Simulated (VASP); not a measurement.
Set up this calculation in VASP 6.6.1, as the native input.

* Task: single point
* Functional: LDA
* Potentials or basis: VASP PAW LDA potentials, release 64 (Ge_d)
* Cutoff: 520 eV
* k mesh: 16 × 16 × 9
* Occupations: fermi-dirac, width 0.05 eV
* Spin: no spin polarisation
* Dipole correction: no
* Further INCAR settings: ALGO = Normal; EDIFF = 1e-07; NBANDS = 21

The structure of Ge lies in POSCAR:

```
Ge
1.0
    2.7452740690      0.0000000000      0.0000000000
   -1.3726370345      2.3774770841      0.0000000000
    0.0000000000      0.0000000000      4.4900548395
Ge
2
Direct
    0.3333333333      0.6666666667      0.2500000000
    0.6666666667      0.3333333333      0.7500000000
```

The input as run:

INCAR

```
  PREC = Accurate
  ENCUT = 520
  EDIFF = 1E-7
  ISMEAR = -1
  SIGMA = 0.05
  LREAL = False
  LASPH = True
  NELM = 80
  ALGO = Normal
  ISIF = 2
  LWAVE = False
  LCHARG = True
  GGA = CA
  LELF = True
  LVHAR = True
  NBANDS = 21
```

KPOINTS

```
Automatic mesh
0
Gamma
  16 16 9
```

Potentials or basis: VASP PAW LDA potentials, release 64 (Ge_d).

The run is started by

```bash
$ cat potpaw_LDA.64/Ge_d/POTCAR > POTCAR
$ mpirun -np 1 vasp_std > vasp.out
```

Results of the run:

The pressure is 25.3 GPa and the band gap on the k mesh is zero (band 14 reaches 18.27 eV, above the bottom of band 15 at 6.20 eV).

Run time: 36 s on 1 thread of Intel(R) Xeon(R) Platinum 8375C CPU @ 2.90GHz (Ice Lake), with other jobs on the host, peak memory 0.18 GiB.
